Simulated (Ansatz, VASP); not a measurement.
**InSb: VASP beside Ansatz**

The input INCAR:

```
SYSTEM = InSb
  PREC = Accurate
  ENCUT = 520
  EDIFF = 1E-6
  ISMEAR = 0
  SIGMA = 0.15
  LREAL = .FALSE.
  LASPH = .TRUE.
  NELM = 60
  ALGO = Normal
  ISIF = 2
  LWAVE = .FALSE.
  LCHARG = .FALSE.
  GGA = PS
  NBANDS = 16
```

File KPOINTS:

```
regular mesh
0
G
  16 16 16
  0 0 0
```

File POSCAR:

```
InSb
1.0
    0.3856381958      3.2779246640      3.2779246640
    3.2779246640      0.3856381958      3.2779246640
    3.2779246640      3.2779246640      0.3856381958
In Sb
1 1
Direct
    0.0000000000      0.0000000000      0.0000000000
    0.5000000000      0.5000000000      0.5000000000
```

Input for Ansatz:

```yaml
crystal:
  lattice:
    - [0.3856381958, 3.277924664, 3.277924664]
    - [3.277924664, 0.3856381958, 3.277924664]
    - [3.277924664, 3.277924664, 0.3856381958]
  atoms:
    - { symbol: In, position: [0.0, 0.0, 0.0] }
    - { symbol: Sb, position: [0.5, 0.5, 0.5] }
basis:
  ecutwfc: 420
kpoints:
  mp_grid: { grid: [16, 16, 16] }
hamiltonian:
  xc: pbesol
scf:
  occupations: { method: gaussian, width: 0.15 }
output:
  forces: true
  stress: true
  eigenvalues: true
```

Alike in both runs: task single point; functional PBEsol; k mesh 16 × 16 × 16; occupations gaussian, width 0.15 eV; no spin polarisation.

|  | VASP | Ansatz |
| --- | --- | --- |
| version | VASP 6.6.1 | Ansatz 0.2.0 |
| potentials or method | VASP PAW PBE potentials, release 64 (In_d, Sb), cutoff 520 eV | scalar-relativistic, plane waves, PAW |
| valence electrons in the cell | 18 | 28 |

VASP gave:

* gap on the k mesh at the Fermi level (eV): none
* pressure (GPa): -2.8
* traceless stress, the component that is largest in VASP (GPa): -1.25

**Question.** Which values does Ansatz return?

**Answer.** gap on the k mesh at the Fermi level (eV): none; pressure (GPa): -2.8; traceless stress, the component that is largest in VASP (GPa): -1.26.

VASP's potentials were made for PBE, not for PBEsol. A gap of «none» marks a metal or a gap that the smearing closes. VASP's potentials hold 18 valence electrons a cell and Ansatz's 28, so a difference there can come from the potentials and not from the codes.

Spin-orbit coupling is off throughout.
